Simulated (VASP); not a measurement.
Hf:

```
Hf
1.0
    -1.80500    1.80500    1.80500
     1.80500   -1.80500    1.80500
     1.80500    1.80500   -1.80500
Hf
1
Cartesian
  0.0000 0.0000 0.0000
```

- Program: VASP 6.6.1
- Task: relaxation of cell and atoms
- Functional: PBEsol
- Potentials or basis: VASP PAW PBE potentials, release 64 (Hf_pv)
- Cutoff: 500 eV
- k mesh: 7 × 7 × 7
- Occupations: fermi-dirac, width 0.02 eV
- Spin: no spin polarisation

At the start: pressure -8.3 GPa; volume 23.52 Å³/atom.

Task: Where does the relaxation end?

Result: Over 4 steps the energy falls by 50.9 meV/atom and the volume is 21.68 Å³/atom (-7.8 %); space group Im-3m (No. 229, to 0.05 Å).

Step by step:
```
step  energy change (eV)  largest force (eV/Å)  pressure (GPa)  volume (Å³)
   1              0.0000                0.0000           -8.33        23.52
   2              0.0297                0.0000           12.46        19.60
   3             -0.0509                0.0000           -0.40        21.75
   4             -0.0509                0.0000            0.02        21.68
```

Final structure:
```
CELL_PARAMETERS angstrom
-1.75650 1.75650 1.75650
1.75650 -1.75650 1.75650
1.75650 1.75650 -1.75650
ATOMIC_POSITIONS crystal
Hf 0.00000 0.00000 0.00000
```

Caveat: the PAW data sets were made with another functional, which shifts forces and pressure a little.
